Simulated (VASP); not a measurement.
# ZrB2 (Pmmm) in VASP: further runs, part 2 of 2

VASP 6.6.1.

## (3) Relaxation of cell and atoms, PBE

This run uses another cell than the first one, of 14.95 Å³/atom.

INCAR reads:

```
SYSTEM = ZrB2
  ALGO = Normal
  EDIFF = 1E-6
  EDIFFG = -0.01
  ENCUT = 600
  GGA = PE
  IBRION = 2
  ISIF = 3
  ISMEAR = 0
  LASPH = .TRUE.
  LCHARG = .FALSE.
  LREAL = .FALSE.
  LWAVE = .FALSE.
  NELM = 80
  NSW = 100
  PREC = Accurate
  SIGMA = 0.1
```

KPOINTS reads:

```
k-points
0
G
  14 14 10
  0 0 0
```

POSCAR reads:

```
ZrB2
1.0
    3.1009703998      0.0000000000      0.0000000000
    0.0000000000      3.1358388532      0.0000000000
    0.0000000000      0.0000000000      4.6117405048
Zr B
1 2
Direct
    0.5000000000      0.0000000000      0.0000000000
    0.5000000000      0.5000000000      0.5000000000
    0.5000000000      0.0000000000      0.5000000000
```

Potentials or basis: VASP PAW PBE potentials, release 64 (Zr_sv, B).

Run with:

```console
> cat potpaw_PBE.64/Zr_sv/POTCAR potpaw_PBE.64/B/POTCAR > POTCAR
> mpirun -np 1 vasp_std > vasp.out
```

OUTCAR:

```text
SYSTEM = ZrB2
   EDIFF = 1E-6
   EDIFFG = -0.01
   ENCUT = 600
   GGA = PE
   IBRION = 2
   ISIF = 3
   ISMEAR = 0
   LASPH = .TRUE.
   LREAL = .FALSE.
   NELM = 80
   NSW = 100
   PREC = Accurate

 ion  position               nearest neighbor table
   1  0.500  0.000  0.000-   3 2.31   3 2.31   2 2.79   2 2.79   2 2.79   2 2.79
   2  0.500  0.500  0.500-   3 1.57   3 1.57   1 2.79   1 2.79   1 2.79   1 2.79
   3  0.500  0.000  0.500-   2 1.57   2 1.57   1 2.31   1 2.31

  LATTYP: Found a simple orthorhombic cell.
 ALAT       =     3.1009703998
 B/A-ratio  =     1.0112443683
 C/A-ratio  =     1.4871926882

  Lattice vectors:

 A1 = (   3.1009703998,   0.0000000000,   0.0000000000)
 A2 = (   0.0000000000,   3.1358388532,   0.0000000000)
 A3 = (   0.0000000000,   0.0000000000,   4.6117405048)

Analysis of symmetry for initial positions (statically):
=====================================================================
 Subroutine PRICEL returns:
 Original cell was already a primitive cell.

 Routine SETGRP: Setting up the symmetry group for a
 simple orthorhombic supercell.

 Subroutine GETGRP returns: Found  8 space group operations
 (whereof  8 operations were pure point group operations)
 out of a pool of  8 trial point group operations.

The static configuration has the point symmetry D_2h.

Analysis of symmetry for dynamics (positions and initial velocities):
=====================================================================
 Subroutine PRICEL returns:
 Original cell was already a primitive cell.

 Routine SETGRP: Setting up the symmetry group for a
 simple orthorhombic supercell.

 Subroutine GETGRP returns: Found  8 space group operations
 (whereof  8 operations were pure point group operations)
 out of a pool of  8 trial point group operations.

The dynamic configuration has the point symmetry D_2h.

 Subroutine INISYM returns: Found  8 space group operations
 (whereof  8 operations are pure point group operations),
 and found     1 'primitive' translations

----------------------------------------------------------------------------------------

                                     Primitive cell

[... 138 lines left out ...]
  ext. energy  EPLUGINS =         0.00000000
  ---------------------------------------------------
  free energy    TOTEN  =       -20.65500403 eV

  energy without entropy =      -20.64689262  energy(sigma->0) =      -20.65094833

------------------------ aborting loop because EDIFF is reached ----------------------------------------

  FORCE on cell =-STRESS in cart. coord.  units (eV):
  Direction    XX          YY          ZZ          XY          YZ          ZX
  --------------------------------------------------------------------------------------
  -------------------------------------------------------------------------------------
  Total       -0.0549568     -0.0335695     -0.0088293      0.0000000      0.0000000      0.0000000
  in kB       -1.9634305     -1.1993312     -0.3154418      0.0000000      0.0000000      0.0000000
  external PRESSURE =      -1.1594012 kB  Pullay stress =       0.0000000 kB
[... 135 lines left out ...]
--------------------------------------- Ionic step        5  -------------------------------------------

 number of electron      18.0000000 magnetization

 Free energy of the ion-electron system (eV)
  ---------------------------------------------------
  ext. energy  EPLUGINS =         0.00000000
  ---------------------------------------------------
  free energy    TOTEN  =       -20.65510235 eV

  energy without entropy =      -20.64691623  energy(sigma->0) =      -20.65100929

 E-fermi :   5.9095     XC(G=0): -10.4608

 val. band max:        5.9038312934   @ k =   0.1429   0.0000   0.1000
 cond. band min:       5.9113585405   @ k =   0.0000   0.2143   0.1000
 fundamental gap:      0.0075272471
 Fermi energy:         5.9094636507

 k-point     1 :       0.0000    0.0000    0.0000
  band No.  band energies     occupation
      1     -42.7912      2.00000
      2     -20.9181      2.00000
      3     -20.5417      2.00000
      4     -20.4800      2.00000
      5      -4.9146      2.00000
      6       2.0692      2.00000
      7       3.1248      2.00000
      8       3.3658      2.00000
      9       4.8010      2.00000
     10       6.3476      0.00000
     11       8.7379      0.00000
     12       9.0344      0.00000
     13      10.2009      0.00000
[... 354 lines left out ...]
  band No.  band energies     occupation
      1     -42.7083      2.00000
      2     -21.2250      2.00000
      3     -20.8216      2.00000
      4     -20.5321      2.00000
      5      -3.3130      2.00000
      6       1.7276      2.00000
      7       1.8744      2.00000
      8       4.2274      2.00000
      9       5.4723      2.00000
     10       5.8903      1.21349
     11       6.9773      0.00000
     12       8.6880      0.00000
     13      10.6845      0.00000

 [... further k-points ...]

------------------------ aborting loop because EDIFF is reached ----------------------------------------

  FORCE on cell =-STRESS in cart. coord.  units (eV):
  Direction    XX          YY          ZZ          XY          YZ          ZX
  --------------------------------------------------------------------------------------
  -------------------------------------------------------------------------------------
  Total        0.0020311      0.0020951      0.0175585      0.0000000      0.0000000      0.0000000
  in kB        0.0728215      0.0751142      0.6295217      0.0000000      0.0000000      0.0000000
  external PRESSURE =       0.2591525 kB  Pullay stress =       0.0000000 kB
[... 18 lines left out ...]
  FREE ENERGIE OF THE ION-ELECTRON SYSTEM (eV)
  ---------------------------------------------------
  free  energy   TOTEN  =       -20.6551023515 eV

  energy  without entropy=      -20.6469162306  energy(sigma->0) =      -20.65100929

 reached required accuracy - stopping structural energy minimisation
```

OSZICAR:

```text
N       E                     dE             d eps       ncg     rms          rms(c)
DAV:   1     0.120965180247E+03    0.12097E+03   -0.10158E+04  9984   0.145E+03
DAV:   2    -0.162912182188E+02   -0.13726E+03   -0.13217E+03 11913   0.335E+02
DAV:   3    -0.251316546349E+02   -0.88404E+01   -0.86784E+01 19333   0.706E+01
[... 33 lines left out ...]
DAV:   3    -0.206550896711E+02    0.18515E-03   -0.67372E-04 12485   0.204E-01    0.390E-02
DAV:   4    -0.206550935493E+02   -0.38782E-05   -0.44069E-05 14169   0.443E-02    0.278E-02
DAV:   5    -0.206551001976E+02   -0.66483E-05   -0.48456E-06 13016   0.160E-02    0.845E-03
DAV:   6    -0.206551021427E+02   -0.19451E-05   -0.22743E-06  8517   0.106E-02    0.170E-03
DAV:   7    -0.206551023515E+02   -0.20884E-06   -0.30630E-07  5157   0.452E-03
   5 F= -.20655102E+02 E0= -.20651009E+02  d E =-.637032E-04
```

Wall time 7.3 min (1 thread of Intel Xeon Platinum 8488C (Sapphire Rapids), shared host); peak memory 0.42 GiB.

What came out:

| Quantity | Value |
| --- | --- |
| Free energy | -20.6551 eV |
| Relaxed volume | 14.90 Å³/atom |
| Relaxed cell | a = 3.090 Å, b = 3.136 Å, c = 4.612 Å, α = 90.00°, β = 90.00°, γ = 90.00° |
| Space group after relaxing (to 0.1 Å) | Pmmm (No. 47) |
| Energy gained by relaxing | 0.0 meV/atom |
| Ionic steps | 5 |
| Pressure after relaxing | 0.0 GPa |
| Band gap on the k mesh | zero (bands 9 and 10 overlap by 1.82 eV) |

Final structure:
```xyz
3
Lattice="3.0896 0.0000 0.0000 0.0000 3.1359 0.0000 0.0000 0.0000 4.6124" Properties=species:S:1:pos:R:3 pbc="T T T"
Zr    1.5448    0.0000    0.0000
B     1.5448    1.5679    2.3062
B     1.5448    0.0000    2.3062
```

Levels at points of the mesh, in eV from the Fermi level:
```tsv
k point	band 7	band 8	band 9	band 10	band 11	band 12
(0.00, 0.00, 0.00)	-2.78	-2.54	-1.11	0.44	2.83	3.12
(0.50, 0.00, 0.00)	-3.49	-1.69	-0.84	-0.60	2.28	3.25
(0.00, 0.50, 0.00)	-2.77	-0.89	0.95	2.05	3.15	3.54
(0.50, 0.50, 0.00)	-2.60	-1.88	-0.88	0.42	1.36	1.96
(0.00, 0.00, 0.50)	-4.19	-2.10	-0.99	-0.37	4.28	4.64
(0.50, 0.00, 0.50)	-4.23	-3.82	-0.73	1.54	2.34	2.53
(0.00, 0.50, 0.50)	-2.62	-1.06	-0.83	1.81	2.26	2.53
(0.50, 0.50, 0.50)	-2.36	-1.93	-1.69	-0.52	0.60	2.81
```
